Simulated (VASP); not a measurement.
# Pd (Fm-3m) in VASP: single point with PBE+D3(BJ)

Aim: the single point of Pd with PBE+D3(BJ).

All numbers are computed with VASP 6.6.1; they aren't measurements. Logs are shortened: lines on timing, memory, paths and dates and some standing lists are left out, and cuts for length are marked.

## Step 1: The cell of the first run

The structure is cubic, space group Fm-3m (No. 225). The conventional cell has a = 3.893 Å, b = 3.893 Å, c = 3.893 Å, α = 90.00°, β = 90.00°, γ = 90.00°. Pd (site symmetry m-3m) has 12 Pd at 2.75 Å within 3.6 Å.

## Step 2: Single point, PBE+D3(BJ)

INCAR reads:

```
PREC = Accurate
ENCUT = 500
EDIFF = 1E-6
ISMEAR = 0
SIGMA = 0.1
LREAL = False
LASPH = True
NELM = 120
ALGO = Normal
ISIF = 2
LWAVE = False
LCHARG = False
GGA = PE
IVDW = 12
NBANDS = 11
GGA_COMPAT = False
```

KPOINTS reads:

```
regular mesh
0
Gamma
  8 8 8
```

POSCAR reads:

```
Pd
1.0
    0.0000000000      1.9465000000      1.9465000000
    1.9465000000      0.0000000000      1.9465000000
    1.9465000000      1.9465000000      0.0000000000
Pd
1
Direct
    0.0000000000      0.0000000000      0.0000000000
```

Potentials or basis: VASP PAW PBE potentials, release 64 (Pd).

The run is started by

```
cat potpaw_PBE.64/Pd/POTCAR > POTCAR
mpirun -np 1 vasp_std > vasp.out
```

OUTCAR:

```text
PREC = Accurate
   ENCUT = 500
   EDIFF = 1E-6
   ISMEAR = 0
   LREAL = False
   LASPH = True
   NELM = 120
   ISIF = 2
   GGA = PE
   IVDW = 12
 IVDW          = 12

 ion  position               nearest neighbor table
   1  0.000  0.000  0.000-

  LATTYP: Found a face centered cubic cell.
 ALAT       =     3.8930000000

  Lattice vectors:

 A1 = (   0.0000000000,   1.9465000000,   1.9465000000)
 A2 = (   1.9465000000,   0.0000000000,   1.9465000000)
 A3 = (   1.9465000000,   1.9465000000,   0.0000000000)

Analysis of symmetry for initial positions (statically):
=====================================================================
 Subroutine PRICEL returns:
 Original cell was already a primitive cell.

 Routine SETGRP: Setting up the symmetry group for a
 face centered cubic supercell.

 Subroutine GETGRP returns: Found 48 space group operations
 (whereof 48 operations were pure point group operations)
 out of a pool of 48 trial point group operations.

The static configuration has the point symmetry O_h .

Analysis of symmetry for dynamics (positions and initial velocities):
=====================================================================
 Subroutine PRICEL returns:
 Original cell was already a primitive cell.

 Routine SETGRP: Setting up the symmetry group for a
 face centered cubic supercell.

 Subroutine GETGRP returns: Found 48 space group operations
 (whereof 48 operations were pure point group operations)
 out of a pool of 48 trial point group operations.

The dynamic configuration has the point symmetry O_h .

 Subroutine INISYM returns: Found 48 space group operations
 (whereof 48 operations are pure point group operations),
 and found     1 'primitive' translations

----------------------------------------------------------------------------------------

                                     Primitive cell

  volume of cell :      14.7500

  direct lattice vectors                    reciprocal lattice vectors
     0.000000000  1.946500000  1.946500000    -0.256871307  0.256871307  0.256871307
     1.946500000  0.000000000  1.946500000     0.256871307 -0.256871307  0.256871307
     1.946500000  1.946500000  0.000000000     0.256871307  0.256871307 -0.256871307

  length of vectors
     2.752766699  2.752766699  2.752766699     0.444914156  0.444914156  0.444914156

  position of ions in fractional coordinates (direct lattice)
     0.000000000  0.000000000  0.000000000

  ion indices of the primitive-cell ions
[... 81 lines left out ...]
   ISYM   =      2    0-nonsym 1-usesym 2-fastsym
   POTIM  = 0.5000    time-step for ionic-motion
   TEBEG  =    0.0;   TEEND  =   0.0 temperature during run
   PSTRESS=    0.0 pullay stress
   NELECT =      10.0000    total number of electrons
   NUPDOWN=      -1.0000    fix difference up-down
   EMIN   =  10.00;   EMAX   =-10.00  energy-range for DOS
   EFERMI =   0.00;   METHOD = LEGACY
   ISMEAR =     0;   SIGMA  =   0.10  broadening in eV -4-tet -1-fermi 0-gaus
   EFERMI_NEDOS =   21; number of points for ismear=-14 and -15
   IALGO  =     38    algorithm
   IMIX   =      4    mixing-type and parameters
     AMIX     =   0.40;   BMIX     =  1.00
     AMIX_MAG =   1.60;   BMIX_MAG =  1.00
  volume/ion in A,a.u.               =      14.75        99.54
  Fermi-wavevector in a.u.,A,eV,Ry     =   1.438171  2.717748 28.141404  2.068335
  Thomas-Fermi vector in A             =   2.557167
   LORBIT       =      0    0 simple, 1 ext, 2 COOP (PROOUT), +10 PAW based schemes
   GGA     = PE    functional components
   LHFCALC =     F    Hartree Fock is set to
   AEXX    =    0.0000 exact exchange contribution
   IVDW    =    12    specifies the selected vdW correction
   LEPSILON=     F    determine dielectric tensor
   LRPA    =     F    only Hartree local field effects (RPA)
 non-spin polarized calculation
 Gauss-broadening in eV      SIGMA  =   0.10
  energy-cutoff  :      500.00
  volume of cell :       14.75
 maximum number of plane-waves:       388
   NGX =  9   NGY =  9   NGZ =  9

 number of electron      10.0000000 magnetization

 number of electron       9.9999999 magnetization

 Free energy of the ion-electron system (eV)
  ---------------------------------------------------
  ext. energy  EPLUGINS =         0.00000000
  ---------------------------------------------------
  free energy    TOTEN  =        -5.18968960 eV

  energy without entropy =       -5.17823345  energy(sigma->0) =       -5.18396152

 E-fermi :   9.8904     XC(G=0): -13.1781

 val. band max:        9.8894868145   @ k =   0.5000   0.2500   0.0000
 cond. band min:       9.9819425046   @ k =   0.5000   0.3750   0.0000
 fundamental gap:      0.0924556901
 Fermi energy:         9.8904372912

 k-point     1 :       0.0000    0.0000    0.0000
  band No.  band energies     occupation
      1       2.6445      2.00000
      2       6.9814      2.00000
      3       6.9814      2.00000
      4       6.9814      2.00000
      5       8.5900      2.00000
      6       8.5900      2.00000
      7      26.9786      0.00000
      8      31.7498      0.00000
      9      31.7498      0.00000
     10      31.7498      0.00000
     11      36.1147      0.00000
[... 309 lines left out ...]
 k-point    24 :      -0.3750    0.2500    0.1250
  band No.  band energies     occupation
      1       5.4480      2.00000
      2       6.1819      2.00000
      3       7.3737      2.00000
      4       7.8446      2.00000
      5       9.6649      1.99857
      6      14.6534      0.00000
      7      17.1856      0.00000
      8      25.4567      0.00000
      9      25.7776      0.00000
     10      30.9807      0.00000
     11      36.2083      0.00000

 [... further k-points ...]

------------------------ aborting loop because EDIFF is reached ----------------------------------------

 Edisp (eV)   -0.66810

 E8    (eV) :    -0.2953

  FORCE on cell =-STRESS in cart. coord.  units (eV):
  Direction    XX          YY          ZZ          XY          YZ          ZX
  --------------------------------------------------------------------------------------
  -------------------------------------------------------------------------------------
  Total       0.01118     0.01118     0.01118    -0.00000     0.00000     0.00000
  in kB       1.21477     1.21477     1.21477    -0.00000     0.00000     0.00000
  external pressure =        1.21 kB  Pullay stress =        0.00 kB

 VOLUME and BASIS-vectors are now :
 -----------------------------------------------------------------------------
  energy-cutoff  :      500.00
  volume of cell :       14.75
      direct lattice vectors                 reciprocal lattice vectors
     0.000000000  1.946500000  1.946500000    -0.256871307  0.256871307  0.256871307
     1.946500000  0.000000000  1.946500000     0.256871307 -0.256871307  0.256871307
     1.946500000  1.946500000  0.000000000     0.256871307  0.256871307 -0.256871307

 POSITION                                       TOTAL-FORCE (eV/Angst)
 -----------------------------------------------------------------------------------
      0.00000      0.00000      0.00000        -0.000000      0.000000      0.000000
 -----------------------------------------------------------------------------------
    total drift:                                0.000000      0.000000      0.000000

  FREE ENERGIE OF THE ION-ELECTRON SYSTEM (eV)
  ---------------------------------------------------
  free  energy   TOTEN  =        -5.8577882357 eV

  energy  without entropy=       -5.8463320794  energy(sigma->0) =       -5.85206016
```

OSZICAR:

```text
N       E                     dE             d eps       ncg     rms          rms(c)
DAV:   1     0.399839338338E+02    0.39984E+02   -0.49011E+03   638   0.826E+02
DAV:   2    -0.489348251784E+01   -0.44877E+02   -0.43436E+02   736   0.177E+02
DAV:   3    -0.545001988882E+01   -0.55654E+00   -0.55487E+00   758   0.204E+01
DAV:   4    -0.545240882512E+01   -0.23889E-02   -0.23886E-02   785   0.146E+00
DAV:   5    -0.545243187895E+01   -0.23054E-04   -0.23055E-04   851   0.128E-01    0.780E+00
DAV:   6    -0.520201675369E+01    0.25042E+00   -0.10194E+00   764   0.839E+00    0.389E+00
DAV:   7    -0.519333680856E+01    0.86799E-02   -0.10860E-02   815   0.705E-01    0.208E+00
DAV:   8    -0.518968236035E+01    0.36544E-02   -0.94961E-04   764   0.221E-01    0.349E-02
DAV:   9    -0.518968626399E+01   -0.39036E-05   -0.29018E-05   834   0.445E-02    0.123E-02
DAV:  10    -0.518968978339E+01   -0.35194E-05   -0.21282E-06   776   0.136E-02    0.269E-03
DAV:  11    -0.518968960212E+01    0.18126E-06   -0.68710E-08   496   0.198E-03
   1 F= -.58577882E+01 E0= -.58520602E+01  d E =-.114562E-01
```

stdout:

```text
POSCAR found type information on POSCAR Pd
 POSCAR found :  1 types and       1 ions
 scaLAPACK will be used
 LDA part: xc-table for (Slater+PW92), standard interpolation
 POSCAR, INCAR and KPOINTS ok, starting setup
 FFT: planning ... GRIDC
 FFT: planning ... GRID_SOFT
 FFT: planning ... GRID
 WAVECAR not read
 entering main loop
```

Wall time 2.5 s (1 thread of Intel Xeon 6975P-C (Granite Rapids), shared host); peak memory 0.13 GiB.

What came out:

```
Free energy                : -5.8578 eV
Pressure                   : 0.1 GPa
Band gap on the k mesh     : zero (bands 5 and 6 overlap by 1.60 eV)
Dispersion energy per atom : -0.668 eV
```

Levels at points of the mesh, in eV from the Fermi level:
| k point | band 3 | band 4 | band 5 | band 6 | band 7 | band 8 |
| --- | --- | --- | --- | --- | --- | --- |
| (0.00, 0.00, 0.00) | -2.91 | -2.91 | -1.30 | -1.30 | 17.09 | 21.86 |
| (0.50, 0.00, 0.00) | -2.96 | -0.09 | -0.09 | 0.91 | 7.24 | 16.44 |
| (0.50, 0.50, 0.00) | -0.12 | 0.23 | 0.23 | 3.25 | 10.68 | 13.11 |
